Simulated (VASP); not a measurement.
# TePb (Fm-3m) in VASP: a series of runs

Runs on TePb. Level: r2SCAN. Tasks: single point.

All numbers are computed with VASP 6.6.1; they aren't measurements. Logs are shortened: lines on timing, memory, paths and dates and some standing lists are left out, and cuts for length are marked.

**1. The cell of the first run**

It takes space group Fm-3m (No. 225, cubic). The conventional cell has a = 6.470 Å, b = 6.470 Å, c = 6.470 Å, α = 90.00°, β = 90.00°, γ = 90.00°. Within 4.3 Å of Pb (site symmetry m-3m) lie 6 Te at 3.24 Å. Within 4.3 Å of Te (site symmetry m-3m) lie 6 Pb at 3.24 Å.

**2. Single point, r2SCAN, non-collinear spin, zero start, spin-orbit coupling (strain -1.0%)**

File POSCAR:

```
TePb
1.0
    0.0000000000      3.2351584803      3.2351584803
    3.2351584803      0.0000000000      3.2351584803
    3.2351584803      3.2351584803      0.0000000000
Pb Te
1 1
Direct
    0.0000000000      0.0000000000      0.0000000000
    0.5000000000      0.5000000000      0.5000000000
```

File INCAR.step1:

```
PREC = Accurate
ENCUT = 520
ISMEAR = -1
SIGMA = 0.02
LREAL = F
LASPH = T
NELM = 150
MAGMOM = 0 0 0 0 0 0
LSORBIT = T
GGA_COMPAT = F
NBANDS = 32
GGA = PE
ALGO = Normal
EDIFF = 1E-4
LWAVE = T
LCHARG = F
```

File INCAR.step2:

```
PREC = Accurate
ENCUT = 520
EDIFF = 1E-6
ISMEAR = -1
SIGMA = 0.02
LREAL = F
LASPH = T
NELM = 150
ALGO = Normal
ISIF = 2
LWAVE = F
LCHARG = F
MAGMOM = 0 0 0 0 0 0
LORBIT = 11
LSORBIT = T
GGA_COMPAT = F
LORBMOM = T
METAGGA = R2SCAN
LMIXTAU = T
NBANDS = 32
ISTART = 1
```

File KPOINTS:

```
regular mesh
0
Gamma
  8 8 8
```

Potentials or basis: VASP PAW PBE potentials, release 64 (Pb_d, Te).

Run with:

```console
$ cat potpaw_PBE.64/Pb_d/POTCAR potpaw_PBE.64/Te/POTCAR > POTCAR
$ cp INCAR.step1 INCAR
$ mpirun -np 1 vasp_ncl > vasp.out
$ cp INCAR.step2 INCAR
$ mpirun -np 1 vasp_ncl > vasp.out
```

OUTCAR:

```text
PREC = Accurate
   ENCUT = 520
   EDIFF = 1E-6
   ISMEAR = -1
   LREAL = F
   LASPH = T
   NELM = 150
   ISIF = 2
   LORBIT = 11
   LSORBIT = T
   METAGGA = R2SCAN
   ISTART = 1

 ion  position               nearest neighbor table
   1  0.000  0.000  0.000-   2 3.24   2 3.24   2 3.24   2 3.24   2 3.24   2 3.24
   2  0.500  0.500  0.500-   1 3.24   1 3.24   1 3.24   1 3.24   1 3.24   1 3.24

  LATTYP: Found a face centered cubic cell.
 ALAT       =     6.4703169606

  Lattice vectors:

 A1 = (   0.0000000000,   3.2351584803,   3.2351584803)
 A2 = (   3.2351584803,   0.0000000000,   3.2351584803)
 A3 = (   3.2351584803,   3.2351584803,   0.0000000000)

Analysis of symmetry for initial positions (statically):
=====================================================================
 Subroutine PRICEL returns:
 Original cell was already a primitive cell.

 Routine SETGRP: Setting up the symmetry group for a
 face centered cubic supercell.

 Subroutine GETGRP returns: Found 48 space group operations
 (whereof 48 operations were pure point group operations)
 out of a pool of 48 trial point group operations.

The static configuration has the point symmetry O_h .

Analysis of symmetry for dynamics (positions and initial velocities):
=====================================================================
 Subroutine PRICEL returns:
 Original cell was already a primitive cell.

 Routine SETGRP: Setting up the symmetry group for a
 face centered cubic supercell.

 Subroutine GETGRP returns: Found 48 space group operations
 (whereof 48 operations were pure point group operations)
 out of a pool of 48 trial point group operations.

The dynamic configuration has the point symmetry O_h .

Analysis of structural, dynamic, and magnetic symmetry:
=====================================================================
 Subroutine PRICEL returns:
 Original cell was already a primitive cell.

 Routine SETGRP: Setting up the symmetry group for a
 face centered cubic supercell.

 Subroutine GETGRP returns: Found 48 space group operations
 (whereof 48 operations were pure point group operations)
 out of a pool of 48 trial point group operations.

The overall configuration has the point symmetry O_h .

 Subroutine INISYM returns: Found 48 space group operations
 (whereof 48 operations are pure point group operations),
 and found     1 'primitive' translations

----------------------------------------------------------------------------------------

                                     Primitive cell

  volume of cell :      67.7200

  direct lattice vectors                    reciprocal lattice vectors
     0.000000000  3.235158480  3.235158480    -0.154551934  0.154551934  0.154551934
     3.235158480  0.000000000  3.235158480     0.154551934 -0.154551934  0.154551934
     3.235158480  3.235158480  0.000000000     0.154551934  0.154551934 -0.154551934

  length of vectors
     4.575204999  4.575204999  4.575204999     0.267691802  0.267691802  0.267691802

  position of ions in fractional coordinates (direct lattice)
     0.000000000  0.000000000  0.000000000
     0.500000000  0.500000000  0.500000000

  ion indices of the primitive-cell ions
   primitive index   ion index
                 1           1
                 2           2

----------------------------------------------------------------------------------------

 KPOINTS: regular mesh

Automatic generation of k-mesh.
 Grid dimensions read from file:
 generate k-points for:    8    8    8

 Generating k-lattice:

  Cartesian coordinates                     Fractional coordinates (reciprocal lattice)
    -0.019318992  0.019318992  0.019318992     0.125000000  0.000000000  0.000000000
[... 96 lines left out ...]
 number of electron      20.0000003 magnetization       0.0000000      0.0000000      0.0000000

 number of electron      20.0000003 magnetization      -0.0000000     -0.0000000      0.0000000

 number of electron      20.0000003 magnetization       0.0000000      0.0000000     -0.0000000

 Free energy of the ion-electron system (eV)
  ---------------------------------------------------
  ext. energy  EPLUGINS =         0.00000000
  ---------------------------------------------------
  free energy    TOTEN  =       -83.19725509 eV

  energy without entropy =      -83.19724132  energy(sigma->0) =      -83.19724821

 E-fermi :   5.6386     XC(G=0):  -9.7951

 val. band max:        5.5242883492   @ k =   0.5000   0.0000   0.0000
 cond. band min:       5.7530047107   @ k =   0.5000   0.0000   0.0000
 fundamental gap:      0.2287163615
 Fermi energy:         5.6386494508

 k-point     1 :       0.0000    0.0000    0.0000
  band No.  band energies     occupation
      1     -13.3495      1.00000
      2     -13.3495      1.00000
      3     -13.3495      1.00000
      4     -13.3495      1.00000
      5     -10.7853      1.00000
      6     -10.7853      1.00000
[... 829 lines left out ...]
     31      15.7337      0.00000
     32      15.7337      0.00000

 [... further k-points ...]

------------------------ aborting loop because EDIFF is reached ----------------------------------------

  FORCE on cell =-STRESS in cart. coord.  units (eV):
  Direction    XX          YY          ZZ          XY          YZ          ZX
  --------------------------------------------------------------------------------------
  -------------------------------------------------------------------------------------
  Total        0.5184473      0.5184473      0.5184473     -0.0000000      0.0000000      0.0000000
  in kB       12.2658744     12.2658744     12.2658744     -0.0000000      0.0000000      0.0000000
  external PRESSURE =      12.2658744 kB  Pullay stress =       0.0000000 kB

 VOLUME and BASIS-vectors are now :
 -----------------------------------------------------------------------------
  energy-cutoff  :      520.00
  volume of cell :       67.72
      direct lattice vectors                 reciprocal lattice vectors
     0.000000000  3.235158480  3.235158480    -0.154551934  0.154551934  0.154551934
     3.235158480  0.000000000  3.235158480     0.154551934 -0.154551934  0.154551934
     3.235158480  3.235158480  0.000000000     0.154551934  0.154551934 -0.154551934

 POSITION                                       TOTAL-FORCE (eV/Angst)
 -----------------------------------------------------------------------------------
      0.00000      0.00000      0.00000         0.000000      0.000000      0.000000
      3.23516      3.23516      3.23516         0.000000     -0.000000      0.000000
 -----------------------------------------------------------------------------------
    total drift:                               -0.000000      0.000000      0.000000

  FREE ENERGIE OF THE ION-ELECTRON SYSTEM (eV)
  ---------------------------------------------------
  free  energy   TOTEN  =       -83.1972550870 eV

  energy  without entropy=      -83.1972413245  energy(sigma->0) =      -83.19724821

 orbital moment (x)

 # of ion     p       d       tot
 ----------------------------------------
  1         0.000  -0.000  -0.000
  2         0.000   0.000   0.000
 ----------------------------------------
            0.000  -0.000  -0.000

 orbital moment (y)

 # of ion     p       d       tot
 ----------------------------------------
  1         0.000   0.000   0.000
  2         0.000  -0.000  -0.000
 ----------------------------------------
            0.000   0.000   0.000

 orbital moment (z)

 # of ion     p       d       tot
 ----------------------------------------
  1         0.000   0.000   0.000
  2         0.000   0.000   0.000
 ----------------------------------------
            0.000   0.000   0.000

 Spin-Orbit-Coupling matrix elements

 Ion:    1  E_soc:     -0.8441362
 l=   1
     0.0000000    -0.0754837    -0.0754837
    -0.0754837     0.0000000    -0.0754837
    -0.0754837    -0.0754837     0.0000000
 l=   2
     0.0000000    -0.0130367     0.0000000    -0.0130367    -0.0521690
    -0.0130367     0.0000000    -0.0391267    -0.0130367    -0.0130422
     0.0000000    -0.0391267     0.0000000    -0.0391267     0.0000000
    -0.0130367    -0.0130367    -0.0391267     0.0000000    -0.0130422
    -0.0521690    -0.0130422     0.0000000    -0.0130422     0.0000000
 l=   3
     0.0000000     0.0000000     0.0000000     0.0000000     0.0000000     0.0000000     0.0000000
     0.0000000     0.0000000     0.0000000     0.0000000     0.0000000     0.0000000     0.0000000
     0.0000000     0.0000000     0.0000000     0.0000000     0.0000000     0.0000000     0.0000000
     0.0000000     0.0000000     0.0000000     0.0000000     0.0000000     0.0000000     0.0000000
     0.0000000     0.0000000     0.0000000     0.0000000     0.0000000     0.0000000     0.0000000
     0.0000000     0.0000000     0.0000000     0.0000000     0.0000000     0.0000000     0.0000000
     0.0000000     0.0000000     0.0000000     0.0000000     0.0000000     0.0000000     0.0000000

 Ion:    2  E_soc:     -0.1990506
 l=   1
     0.0000000    -0.0332065    -0.0332065
    -0.0332065     0.0000000    -0.0332065
    -0.0332065    -0.0332065     0.0000000
 l=   2
     0.0000000    -0.0000086     0.0000000    -0.0000086     0.0000400
    -0.0000086     0.0000000     0.0000300    -0.0000086     0.0000100
     0.0000000     0.0000300     0.0000000     0.0000300     0.0000000
    -0.0000086    -0.0000086     0.0000300     0.0000000     0.0000100
     0.0000400     0.0000100     0.0000000     0.0000100     0.0000000
 l=   3
     0.0000000     0.0000000     0.0000000     0.0000000     0.0000000     0.0000000     0.0000000
     0.0000000     0.0000000     0.0000000     0.0000000     0.0000000     0.0000000     0.0000000
     0.0000000     0.0000000     0.0000000     0.0000000     0.0000000     0.0000000     0.0000000
     0.0000000     0.0000000     0.0000000     0.0000000     0.0000000     0.0000000     0.0000000
     0.0000000     0.0000000     0.0000000     0.0000000     0.0000000     0.0000000     0.0000000
     0.0000000     0.0000000     0.0000000     0.0000000     0.0000000     0.0000000     0.0000000
     0.0000000     0.0000000     0.0000000     0.0000000     0.0000000     0.0000000     0.0000000

 total charge

# of ion       s       p       d       tot
------------------------------------------
    1        1.449   0.586   9.827  11.862
    2        1.377   2.039   0.019   3.435
--------------------------------------------------
tot          2.826   2.625   9.845  15.297

 magnetization (x)

# of ion       s       p       d       tot
------------------------------------------
    1        0.000   0.000  -0.000   0.000
    2        0.000   0.000   0.000   0.000
--------------------------------------------------
tot          0.000   0.000  -0.000   0.000

 magnetization (y)

# of ion       s       p       d       tot
------------------------------------------
    1        0.000   0.000   0.000   0.000
    2        0.000  -0.000   0.000   0.000
--------------------------------------------------
tot          0.000  -0.000   0.000   0.000

 magnetization (z)

# of ion       s       p       d       tot
------------------------------------------
    1        0.000   0.000  -0.000   0.000
    2        0.000  -0.000   0.000   0.000
--------------------------------------------------
tot          0.000  -0.000  -0.000   0.000
```

It took 13 min on 1 thread of AMD EPYC 7R13 (Zen 3), shared host; peak memory 0.49 GiB.

Results:

* Free energy: -83.1973 eV
* Pressure: 1.2 GPa
* Net moment: 0.00 μB per cell
* Valence electrons inside the program's atomic spheres: Pb 11.86; Te 3.44

Moments on the atoms (μB; x, y, z):
```
Pb  0.00 0.00 0.00
Te  0.00 0.00 0.00
```

Caveat: the cell differs from its parent crystal (strain -1.0%); the PAW data sets were made with another functional, which shifts forces and pressure a little.

**3. Single point, r2SCAN, non-collinear spin, zero start, spin-orbit coupling (strain +1.0%)**

File POSCAR:

```
TePb
1.0
    0.0000000000      3.3005152173      3.3005152173
    3.3005152173      0.0000000000      3.3005152173
    3.3005152173      3.3005152173      0.0000000000
Pb Te
1 1
Direct
    0.0000000000      0.0000000000      0.0000000000
    0.5000000000      0.5000000000      0.5000000000
```

File INCAR.step1:

```
SYSTEM = TePb
ALGO = Normal ; EDIFF = 1E-4
ENCUT = 520 ; GGA = PE
GGA_COMPAT = .FALSE. ; ISMEAR = -1
LASPH = .TRUE. ; LCHARG = .FALSE.
LREAL = .FALSE. ; LSORBIT = .TRUE.
LWAVE = .TRUE. ; MAGMOM = 0 0 0 0 0 0
NBANDS = 32 ; NELM = 150
PREC = Accurate ; SIGMA = 0.02
```

File INCAR.step2:

```
SYSTEM = TePb
ALGO = Normal ; EDIFF = 1E-6
ENCUT = 520 ; GGA_COMPAT = .FALSE.
ISIF = 2 ; ISMEAR = -1
ISTART = 1 ; LASPH = .TRUE.
LCHARG = .FALSE. ; LMIXTAU = .TRUE.
LORBIT = 11 ; LORBMOM = .TRUE.
LREAL = .FALSE. ; LSORBIT = .TRUE.
LWAVE = .FALSE. ; MAGMOM = 0 0 0 0 0 0
METAGGA = R2SCAN ; NBANDS = 32
NELM = 150 ; PREC = Accurate
SIGMA = 0.02
```

File KPOINTS:

```
k-points
0
G
  8 8 8
  0 0 0
```

Potentials or basis: VASP PAW PBE potentials, release 64 (Pb_d, Te).

Run with:

```console
$ cat potpaw_PBE.64/Pb_d/POTCAR potpaw_PBE.64/Te/POTCAR > POTCAR
$ cp INCAR.step1 INCAR
$ mpirun -np 1 vasp_ncl > vasp.out
$ cp INCAR.step2 INCAR
$ mpirun -np 1 vasp_ncl > vasp.out
```

It took 13 min on 1 thread of AMD EPYC 7R13 (Zen 3), shared host; peak memory 0.48 GiB.

It converged, with:

```
Free energy                                           : -83.1963 eV
Pressure                                              : -1.2 GPa
Net moment                                            : 0.00 μB per cell
Valence electrons inside the program's atomic spheres : Pb 11.83; Te 3.41
```

Moments on the atoms (μB; x, y, z):
```
Pb  0.00 0.00 0.00
Te  0.00 0.00 0.00
```

Caveat: the cell differs from its parent crystal (strain +1.0%); the PAW data sets were made with another functional, which shifts forces and pressure a little.
